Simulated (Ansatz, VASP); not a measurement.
# One calculation of Pd, two programs

INCAR

```
PREC     = Accurate       # precision mode
ENCUT    = 520            # plane-wave cutoff, eV
EDIFF    = 1E-6           # SCF threshold, eV
ISMEAR   = -1             # smearing method
SIGMA    = 0.05           # smearing width, eV
LREAL    = F              # projectors in reciprocal space
LASPH    = T              # aspherical terms in the spheres
NELM     = 80             # most SCF steps
ALGO     = Fast           # electronic algorithm
ISIF     = 2              # what is computed and relaxed
LWAVE    = F              # write WAVECAR
LCHARG   = F              # write CHGCAR
GGA      = PS             # functional
NBANDS   = 28             # bands
```

The input KPOINTS:

```
Automatic mesh
0
Gamma
  11 11 3
```

POSCAR

```
Pd
1.0
    2.7625616691      0.0000000000      0.0000000000
   -1.3812808346      2.3924485850      0.0000000000
    0.0000000000      0.0000000000      9.1183940900
Pd
4
Direct
    0.6666666667      0.3333333333      0.7500000000
    0.0000000000      0.0000000000      0.5000000000
    0.3333333333      0.6666666667      0.2500000000
    0.0000000000      0.0000000000      0.0000000000
```

input.yaml

```yaml
crystal:
  lattice:
    - [2.7625616691, 0.0, 0.0]
    - [-1.3812808346, 2.392448585, 0.0]
    - [0.0, 0.0, 9.11839409]
  atoms:
    - { symbol: Pd, position: [0.6666666667, 0.3333333333, 0.75] }
    - { symbol: Pd, position: [0.0, 0.0, 0.5] }
    - { symbol: Pd, position: [0.3333333333, 0.6666666667, 0.25] }
    - { symbol: Pd, position: [0.0, 0.0, 0.0] }
kpoints:
  mp_grid: { grid: [11, 11, 3] }
scf:
  occupations: { method: fermi_dirac, width: 0.05 }
hamiltonian:
  xc: pbesol
  pseudopotentials: { kind: all_electron, lapw: { basis_error: 0.001 } }
output:
  forces: true
  stress: true
  eigenvalues: true
  populations: true
```

Alike in both runs: task single point; functional PBEsol; k mesh 11 × 11 × 3; occupations fermi-dirac, width 0.05 eV; no spin polarisation.

```csv
,VASP,Ansatz
version,VASP 6.6.1,Ansatz 0.2.0
potentials or method,"VASP PAW PBE potentials, release 64 (Pd), cutoff 520 eV","all-electron LAPW, scalar-relativistic"
```

Ansatz gave:

- gap on the k mesh at the Fermi level (eV): none
- pressure (GPa): -6.0
- traceless stress, the component that is largest in VASP (GPa): -0.21

Problem. What did VASP give for the same quantities?

Solution. gap on the k mesh at the Fermi level (eV): none; pressure (GPa): -6.2; traceless stress, the component that is largest in VASP (GPa): -0.25.

VASP's potentials were made for PBE, not for PBEsol. A gap of «none» marks a metal or a gap that the smearing closes. Ansatz ran all-electron here, and VASP with PAW potentials.
